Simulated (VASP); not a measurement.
# WC (Fm-3m) in VASP: single point with PBEsol+D3(BJ)

Aim: the single point of WC with PBEsol+D3(BJ).

Program: VASP 6.6.1. These are calculated values, not measurements. Logs are shortened: lines on timing, memory, paths and dates and some standing lists are left out, and cuts for length are marked.

**1. The cell of the first run**

It takes space group Fm-3m (No. 225, cubic). Conventional cell: a = 4.385 Å, b = 4.385 Å, c = 4.385 Å, α = 90.00°, β = 90.00°, γ = 90.00°. W (site symmetry m-3m) has 6 C at 2.19 Å within 2.9 Å. C (site symmetry m-3m) has 6 W at 2.19 Å within 2.9 Å.

**2. Single point, PBEsol+D3(BJ)**

Input file INCAR:

```
PREC     = Accurate       # precision mode
ENCUT    = 600            # plane-wave cutoff, eV
EDIFF    = 1E-6           # SCF threshold, eV
ISMEAR   = 1              # smearing method
SIGMA    = 0.1            # smearing width, eV
LREAL    = False          # projectors in reciprocal space
LASPH    = True           # aspherical terms in the spheres
NELM     = 120            # most SCF steps
ALGO     = Normal         # electronic algorithm
ISIF     = 2              # what is computed and relaxed
LWAVE    = False          # write WAVECAR
LCHARG   = False          # write CHGCAR
GGA      = PS             # functional
IVDW     = 12             # dispersion correction
NBANDS   = 16             # bands
GGA_COMPAT= False
```

Input file KPOINTS:

```
Automatic mesh
0
Gamma
  7 7 7
```

Input file POSCAR:

```
WC
1.0
    0.0000000000      2.1926840000      2.1926840000
    2.1926840000      0.0000000000      2.1926840000
    2.1926840000      2.1926840000      0.0000000000
W C
1 1
Direct
    0.0000000000      0.0000000000      0.0000000000
    0.5000000000      0.5000000000      0.5000000000
```

Potentials or basis: VASP PAW PBE potentials, release 64 (W_sv, C).

Launch:

```console
$ cat potpaw_PBE.64/W_sv/POTCAR potpaw_PBE.64/C/POTCAR > POTCAR
$ mpirun -np 1 vasp_std > vasp.out
```

OUTCAR:

```text
PREC = Accurate
   ENCUT = 600
   EDIFF = 1E-6
   ISMEAR = 1
   LREAL = False
   LASPH = True
   NELM = 120
   ISIF = 2
   GGA = PS
   IVDW = 12
 IVDW          = 12

 ion  position               nearest neighbor table
   1  0.000  0.000  0.000-   2 2.19   2 2.19   2 2.19   2 2.19   2 2.19   2 2.19
   2  0.500  0.500  0.500-   1 2.19   1 2.19   1 2.19   1 2.19   1 2.19   1 2.19

  LATTYP: Found a face centered cubic cell.
 ALAT       =     4.3853680000

  Lattice vectors:

 A1 = (   0.0000000000,   2.1926840000,   2.1926840000)
 A2 = (   2.1926840000,   0.0000000000,   2.1926840000)
 A3 = (   2.1926840000,   2.1926840000,   0.0000000000)

Analysis of symmetry for initial positions (statically):
=====================================================================
 Subroutine PRICEL returns:
 Original cell was already a primitive cell.

 Routine SETGRP: Setting up the symmetry group for a
 face centered cubic supercell.

 Subroutine GETGRP returns: Found 48 space group operations
 (whereof 48 operations were pure point group operations)
 out of a pool of 48 trial point group operations.

The static configuration has the point symmetry O_h .

Analysis of symmetry for dynamics (positions and initial velocities):
=====================================================================
 Subroutine PRICEL returns:
 Original cell was already a primitive cell.

 Routine SETGRP: Setting up the symmetry group for a
 face centered cubic supercell.

 Subroutine GETGRP returns: Found 48 space group operations
 (whereof 48 operations were pure point group operations)
 out of a pool of 48 trial point group operations.

The dynamic configuration has the point symmetry O_h .

 Subroutine INISYM returns: Found 48 space group operations
 (whereof 48 operations are pure point group operations),
 and found     1 'primitive' translations

----------------------------------------------------------------------------------------

                                     Primitive cell

  volume of cell :      21.0842

  direct lattice vectors                    reciprocal lattice vectors
     0.000000000  2.192684000  2.192684000    -0.228031034  0.228031034  0.228031034
     2.192684000  0.000000000  2.192684000     0.228031034 -0.228031034  0.228031034
     2.192684000  2.192684000  0.000000000     0.228031034  0.228031034 -0.228031034

  length of vectors
     3.100923451  3.100923451  3.100923451     0.394961337  0.394961337  0.394961337

  position of ions in fractional coordinates (direct lattice)
     0.000000000  0.000000000  0.000000000
     0.500000000  0.500000000  0.500000000

  ion indices of the primitive-cell ions
   primitive index   ion index
                 1           1
                 2           2

----------------------------------------------------------------------------------------

 KPOINTS: Automatic mesh

Automatic generation of k-mesh.
 Grid dimensions read from file:
 generate k-points for:    7    7    7

 Generating k-lattice:

  Cartesian coordinates                     Fractional coordinates (reciprocal lattice)
    -0.032575862  0.032575862  0.032575862     0.142857143  0.000000000  0.000000000
     0.032575862 -0.032575862  0.032575862     0.000000000  0.142857143  0.000000000
     0.032575862  0.032575862 -0.032575862     0.000000000  0.000000000  0.142857143

  Length of vectors
     0.056423048  0.056423048  0.056423048

  Shift w.r.t. Gamma in fractional coordinates (k-lattice)
     0.000000000  0.000000000  0.000000000

 Subroutine IBZKPT returns following result:
 ===========================================

 Found     20 irreducible k-points:

 Following reciprocal coordinates:
            Coordinates               Weight
  0.000000  0.000000  0.000000      1.000000
  0.142857  0.000000  0.000000      8.000000
  0.285714  0.000000  0.000000      8.000000
  0.428571  0.000000  0.000000      8.000000
  0.142857  0.142857  0.000000      6.000000
  0.285714  0.142857  0.000000     24.000000
[... 12 lines left out ...]
 -0.428571  0.428571  0.142857     24.000000
 -0.285714  0.428571  0.142857     24.000000
   k-points           NKPTS =     20   k-points in BZ     NKDIM =     20   number of bands    NBANDS=     16
   number of dos      NEDOS =    301   number of ions     NIONS =      2
   total plane-waves  NPLWV =  21952
   dimension x,y,z NGX =    28 NGY =   28 NGZ =   28
   dimension x,y,z NGXF=    56 NGYF=   56 NGZF=   56
   ions per type =               1   1
   NGX,Y,Z   is equivalent  to a cutoff of  15.01, 15.01, 15.01 a.u.
   NGXF,Y,Z  is equivalent  to a cutoff of  30.02, 30.02, 30.02 a.u.
 SYSTEM =  unknown system
   PREC   = accura    normal or accurate (medium, high low for compatibility)
   ISTART =      0    job   : 0-new  1-cont  2-samecut
   ICHARG =      2    charge: 1-file 2-atom 10-const
   ISPIN  =      1    spin polarized calculation?
   LNONCOLLINEAR =      F non collinear calculations
   LSORBIT =      F    spin-orbit coupling
   LASPH  =      T    aspherical Exc in radial PAW
   ENCUT  =  600.0 eV  44.10 Ry    6.64 a.u.   6.19  6.19  6.19*2*pi/ulx,y,z
   NELM   =    120;   NELMIN=  2; NELMDL= -5     # of ELM steps
   EDIFF  = 0.1E-05   stopping-criterion for ELM
   LREAL  =      F    real-space projection
   EDIFFG = 0.1E-04   stopping-criterion for IOM
   NSW    =      0    number of steps for IOM
   IBRION =     -1    ionic relax: 0-MD 1-quasi-New 2-CG
   NFREE  =      0    steps in history (QN), initial steepest desc. (CG)
   ISIF   =      2    stress and relaxation
   ISYM   =      2    0-nonsym 1-usesym 2-fastsym
   POTIM  = 0.5000    time-step for ionic-motion
   TEBEG  =    0.0;   TEEND  =   0.0 temperature during run
   PSTRESS=    0.0 pullay stress
   NELECT =      18.0000    total number of electrons
   NUPDOWN=      -1.0000    fix difference up-down
   EMIN   =  10.00;   EMAX   =-10.00  energy-range for DOS
   EFERMI =   0.00;   METHOD = LEGACY
   ISMEAR =     1;   SIGMA  =   0.10  broadening in eV -4-tet -1-fermi 0-gaus
   EFERMI_NEDOS =   21; number of points for ismear=-14 and -15
   IALGO  =     38    algorithm
   IMIX   =      4    mixing-type and parameters
     AMIX     =   0.40;   BMIX     =  1.00
     AMIX_MAG =   1.60;   BMIX_MAG =  1.00
  volume/ion in A,a.u.               =      10.54        71.14
  Fermi-wavevector in a.u.,A,eV,Ry     =   1.553029  2.934800 32.815887  2.411900
  Thomas-Fermi vector in A             =   2.657319
   LORBIT       =      0    0 simple, 1 ext, 2 COOP (PROOUT), +10 PAW based schemes
   GGA     = PS    functional components
   LHFCALC =     F    Hartree Fock is set to
   AEXX    =    0.0000 exact exchange contribution
   IVDW    =    12    specifies the selected vdW correction
   LEPSILON=     F    determine dielectric tensor
   LRPA    =     F    only Hartree local field effects (RPA)
 non-spin polarized calculation
 Methfessel and Paxton  Order N= 1 SIGMA  =   0.10
  energy-cutoff  :      600.00
  volume of cell :       21.08
 maximum number of plane-waves:       725
 NGX is ok and might be reduce to    28
   NGX = 13   NGY = 13   NGZ = 13

 number of electron      18.0000001 magnetization

 Free energy of the ion-electron system (eV)
  ---------------------------------------------------
  ext. energy  EPLUGINS =         0.00000000
  ---------------------------------------------------
  free energy    TOTEN  =       -23.00769115 eV

  energy without entropy =      -23.00900689  energy(sigma->0) =      -23.00812973

 E-fermi :  11.9576     XC(G=0): -13.8441

 val. band max:       11.9185621395   @ k =  -0.1429   0.1429   0.0000
 cond. band min:      12.1513058749   @ k =   0.2857   0.1429   0.0000
 fundamental gap:      0.2327437354
 Fermi energy:        11.9576240861

 k-point     1 :       0.0000    0.0000    0.0000
  band No.  band energies     occupation
      1     -63.1597      2.00000
      2     -27.1514      2.00000
      3     -27.1514      2.00000
      4     -27.1514      2.00000
      5      -3.5207      2.00000
      6       9.4769      2.00000
[... 8 lines left out ...]
     15      21.8837      0.00000
     16      35.4778      0.00000

 k-point     2 :       0.1429    0.0000    0.0000
  band No.  band energies     occupation
      1     -63.1527      2.00000
      2     -27.2664      2.00000
      3     -27.1638      2.00000
      4     -27.1638      2.00000
      5      -2.9573      2.00000
      6       7.9077      2.00000
[... 8 lines left out ...]
     15      23.1203      0.00000
     16      31.4129      0.00000

 k-point     3 :       0.2857    0.0000    0.0000
  band No.  band energies     occupation
      1     -63.1371      2.00000
      2     -27.5172      2.00000
      3     -27.1916      2.00000
      4     -27.1916      2.00000
      5      -1.4575      2.00000
      6       5.4305      2.00000
[... 8 lines left out ...]
     15      24.6604      0.00000
     16      28.1625      0.00000

 k-point     4 :       0.4286    0.0000    0.0000
  band No.  band energies     occupation
      1     -63.1245      2.00000
      2     -27.7112      2.00000
      3     -27.2137      2.00000
      4     -27.2137      2.00000
      5       0.4914      2.00000
      6       3.1168      2.00000
[... 8 lines left out ...]
     15      24.6315      0.00000
     16      24.6315      0.00000

 k-point     5 :       0.1429    0.1429    0.0000
  band No.  band energies     occupation
      1     -63.1504      2.00000
      2     -27.2580      2.00000
      3     -27.1911      2.00000
      4     -27.1911      2.00000
      5      -2.8024      2.00000
      6       7.1250      2.00000
[... 8 lines left out ...]
     15      23.5770      0.00000
     16      31.3575      0.00000

 k-point     6 :       0.2857    0.1429    0.0000
  band No.  band energies     occupation
      1     -63.1376      2.00000
      2     -27.4434      2.00000
      3     -27.2281      2.00000
      4     -27.2185      2.00000
      5      -1.7343      2.00000
      6       5.4778      2.00000
[... 8 lines left out ...]
     15      25.0532      0.00000
     16      27.3751      0.00000
[... 191 lines left out ...]
 k-point    17 :       0.4286    0.2857    0.1429
  band No.  band energies     occupation
      1     -63.1259      2.00000
      2     -27.5429      2.00000
      3     -27.3329      2.00000
      4     -27.2398      2.00000
      5      -0.8179      2.00000
      6       4.6632      2.00000
[... 8 lines left out ...]
     15      24.1398      0.00000
     16      25.4738      0.00000

 k-point    18 :      -0.4286    0.2857    0.1429
  band No.  band energies     occupation
      1     -63.1165      2.00000
      2     -27.6200      2.00000
      3     -27.3981      2.00000
      4     -27.2764      2.00000
      5       0.0075      2.00000
      6       4.1508      2.00000
[... 8 lines left out ...]
     15      24.0251      0.00000
     16      25.2740      0.00000

 k-point    19 :      -0.4286    0.4286    0.1429
  band No.  band energies     occupation
      1     -63.1123      2.00000
      2     -27.6148      2.00000
      3     -27.4107      2.00000
      4     -27.3454      2.00000
      5      -0.7008      2.00000
      6       5.7945      2.00000
[... 8 lines left out ...]
     15      23.9346      0.00000
     16      26.7006      0.00000

 k-point    20 :      -0.2857    0.4286    0.1429
  band No.  band energies     occupation
      1     -63.1112      2.00000
      2     -27.5441      2.00000
      3     -27.5156      2.00000
      4     -27.3336      2.00000
      5      -0.2901      2.00000
      6       5.2481      2.00000
[... 8 lines left out ...]
     15      24.3718      0.00000
     16      24.8992      0.00000

------------------------ aborting loop because EDIFF is reached ----------------------------------------

 Edisp (eV)   -0.88498

 E8    (eV) :    -0.6097

  FORCE on cell =-STRESS in cart. coord.  units (eV):
  Direction    XX          YY          ZZ          XY          YZ          ZX
  --------------------------------------------------------------------------------------
  -------------------------------------------------------------------------------------
  Total      -2.14586    -2.14586    -2.14586     0.00000    -0.00000     0.00000
  in kB    -163.06220  -163.06220  -163.06220     0.00000    -0.00000     0.00000
  external pressure =     -163.06 kB  Pullay stress =        0.00 kB

 VOLUME and BASIS-vectors are now :
 -----------------------------------------------------------------------------
  energy-cutoff  :      600.00
  volume of cell :       21.08
      direct lattice vectors                 reciprocal lattice vectors
     0.000000000  2.192684000  2.192684000    -0.228031034  0.228031034  0.228031034
     2.192684000  0.000000000  2.192684000     0.228031034 -0.228031034  0.228031034
     2.192684000  2.192684000  0.000000000     0.228031034  0.228031034 -0.228031034

 POSITION                                       TOTAL-FORCE (eV/Angst)
 -----------------------------------------------------------------------------------
      0.00000      0.00000      0.00000        -0.000000     -0.000000     -0.000000
      2.19268      2.19268      2.19268         0.000000      0.000000      0.000000
 -----------------------------------------------------------------------------------
    total drift:                               -0.000000      0.000000      0.000000

  FREE ENERGIE OF THE ION-ELECTRON SYSTEM (eV)
  ---------------------------------------------------
  free  energy   TOTEN  =       -23.8926757399 eV

  energy  without entropy=      -23.8939914776  energy(sigma->0) =      -23.89311432
```

Wall time 12 s (1 thread of AMD EPYC 9R45 (Zen 5), shared host); peak memory 0.14 GiB.

What came out:

| Item | Value |
| --- | --- |
| Free energy | -23.8927 eV |
| Pressure | -16.3 GPa |
| Band gap on the k mesh | zero (band 9 reaches 13.01 eV, above the bottom of band 10 at 10.26 eV) |
| Dispersion energy per atom | -0.442 eV |

Caveat: the PAW data sets were made with another functional, which shifts forces and pressure a little; spin-orbit coupling is left out, which moves the levels of the heavy elements; pairwise dispersion overbinds metals, which lowers pressure and volume.
